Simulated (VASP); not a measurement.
KNaHCl: relaxation of cell and atoms with PBE

The system is KNaHCl.

```
K Na H Cl
1.0
     4.14483    0.00000    0.00000
     0.00000    4.72274    0.00000
     0.00000    0.00000    9.83351
K Na H Cl
2 2 2 2
Direct
  0.00000 0.50000 0.83007
  0.50000 0.00000 0.16993
  0.00000 0.50000 0.43778
  0.50000 0.00000 0.56222
  0.50000 0.50000 0.55320
  0.00000 0.00000 0.44680
  0.00000 0.50000 0.15439
  0.50000 0.00000 0.84561
```

```json
{
  "Program": "VASP 6.6.1",
  "Task": "relaxation of cell and atoms",
  "Functional": "PBE",
  "Potentials or basis": "VASP PAW PBE potentials, release 64 (K_sv, Na_pv, H, Cl)",
  "Cutoff": "600 eV",
  "k mesh": "6 × 6 × 4",
  "Occupations": "gaussian, width 0.02 eV",
  "Spin": "no spin polarisation",
  "Dipole correction": "no",
  "Further INCAR settings": "ALGO = Normal; EDIFF = 1e-06; IBRION = 2; EDIFFG = -0.01; NSW = 100; ISIF = 3"
}
```

* Relaxed volume: 24.16 Å³/atom
* Relaxed cell: a = 4.151 Å, b = 4.733 Å, c = 9.840 Å, α = 90.00°, β = 90.00°, γ = 90.00°
* Space group after relaxing (to 0.1 Å): Pmmn (No. 59)
* Energy gained by relaxing: 0.0 meV/atom
* Ionic steps: 3
* Pressure after relaxing: 0.0 GPa
* Largest force after relaxing: 0.008 eV/Å
* Band gap on the k mesh: 3.07 eV (least direct gap 3.13 eV)

Forces in eV/Å, atoms in the order of the input:
```
K    0.000  0.000 -0.004
K    0.000  0.000  0.004
Na   0.000  0.000 -0.008
Na   0.000  0.000  0.008
H    0.000  0.000 -0.001
H    0.000  0.000  0.001
Cl   0.000  0.000  0.001
Cl   0.000  0.000 -0.001
```

The path:
```csv
step,energy change (eV),largest force (eV/Å),pressure (GPa),volume (Å³)
1,0.0000,0.0097,0.09,192.49
2,-0.0002,0.0089,0.04,192.87
3,-0.0003,0.0076,0.00,193.31
```

Final structure:
```xyz
8
Lattice="4.1511 0.0000 0.0000 0.0000 4.7327 0.0000 0.0000 0.0000 9.8396" Properties=species:S:1:pos:R:3 pbc="T T T"
K     0.0000    2.3664    8.1668
K     2.0755    0.0000    1.6728
Na    0.0000    2.3664    4.3066
Na    2.0755    0.0000    5.5330
H     2.0755    2.3664    5.4435
H     0.0000    0.0000    4.3961
Cl    0.0000    2.3664    1.5192
Cl    2.0755    0.0000    8.3204
```

Levels at points of the mesh, in eV from the valence-band top:
| k point | band 22 | band 23 | band 24 | band 25 | band 26 | band 27 |
| --- | --- | --- | --- | --- | --- | --- |
| (0.00, 0.00, 0.00) | -2.20 | -2.08 | 0.00 | 3.78 | 3.85 | 4.77 |
| (0.50, 0.00, 0.00) | -2.64 | -0.98 | -0.98 | 4.21 | 4.21 | 5.77 |
| (0.00, 0.50, 0.00) | -2.29 | -1.23 | -1.23 | 4.48 | 4.48 | 5.76 |
| (0.50, 0.50, 0.00) | -2.53 | -0.74 | -0.74 | 3.87 | 3.87 | 5.08 |
| (0.00, 0.00, 0.50) | -2.08 | -1.94 | -0.06 | 3.07 | 4.59 | 5.23 |
| (0.50, 0.00, 0.50) | -2.64 | -0.97 | -0.97 | 4.16 | 4.16 | 5.81 |
| (0.00, 0.50, 0.50) | -2.29 | -1.23 | -1.23 | 4.37 | 4.37 | 5.93 |
| (0.50, 0.50, 0.50) | -2.54 | -0.72 | -0.72 | 4.02 | 4.02 | 4.58 |

Wall time 10 min on 1 thread of Oxide Virtual Turin-like Processor, on a shared host, peak memory 0.53 GiB.

A k mesh can miss the band edges.
